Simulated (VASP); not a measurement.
Here is a VASP 6.6.1 calculation.

Contents of POSCAR:

```
SnS2
1.0
    3.7705774507      0.0000000000      0.0000000000
   -1.8852887254      3.2654158593      0.0000000000
    0.0000000000      0.0000000000      6.1406342826
Sn S
1 2
Direct
    0.0000000000      0.0000000000      0.0000000000
    0.3333333333      0.6666666667      0.2330192396
    0.6666666667      0.3333333333      0.7669807604
```

Contents of INCAR.step1:

```
ALGO = Normal
EDIFF = 1E-5
ENCUT = 550
GGA = PE
GGA_COMPAT = F
ISMEAR = 0
LASPH = T
LCHARG = F
LNONCOLLINEAR = T
LREAL = F
LSORBIT = T
LWAVE = T
MAGMOM = 0 0 0 0 0 0 0 0 0
NBANDS = 39
NELM = 200
PREC = Accurate
SIGMA = 0.01
```

INCAR.step2

```
ALGO = Normal
EDIFF = 1E-6
ENCUT = 550
GGA_COMPAT = F
ISIF = 2
ISMEAR = 0
ISTART = 1
LASPH = T
LCHARG = F
LMIXTAU = T
LNONCOLLINEAR = T
LORBIT = 11
LORBMOM = T
LREAL = F
LSORBIT = T
LWAVE = F
MAGMOM = 0 0 0 0 0 0 0 0 0
METAGGA = R2SCAN
NBANDS = 39
NELM = 200
PREC = Accurate
SIGMA = 0.01
```

The input KPOINTS:

```
k-points
0
Gamma
  12 12 4
```

Potentials or basis: VASP PAW PBE potentials, release 64 (Sn_d, S).

Launch:

```console
$ cat potpaw_PBE.64/Sn_d/POTCAR potpaw_PBE.64/S/POTCAR > POTCAR
$ cp INCAR.step1 INCAR
$ mpirun -np 1 vasp_ncl > vasp.out
$ cp INCAR.step2 INCAR
$ mpirun -np 1 vasp_ncl > vasp.out
```

Task: Predict the largest force.

Result: 0.030 eV/Å.

Task: Estimate the net moment.

Result: 0.00 μB per cell.

Forces in eV/Å, atoms in the order of the input:
```
Sn   0.000  0.000  0.000
S    0.000  0.000 -0.030
S    0.000  0.000  0.030
```

Caveat: the cell differs from its parent crystal (strain +3.0%); the PAW data sets were made with another functional, which shifts forces and pressure a little.
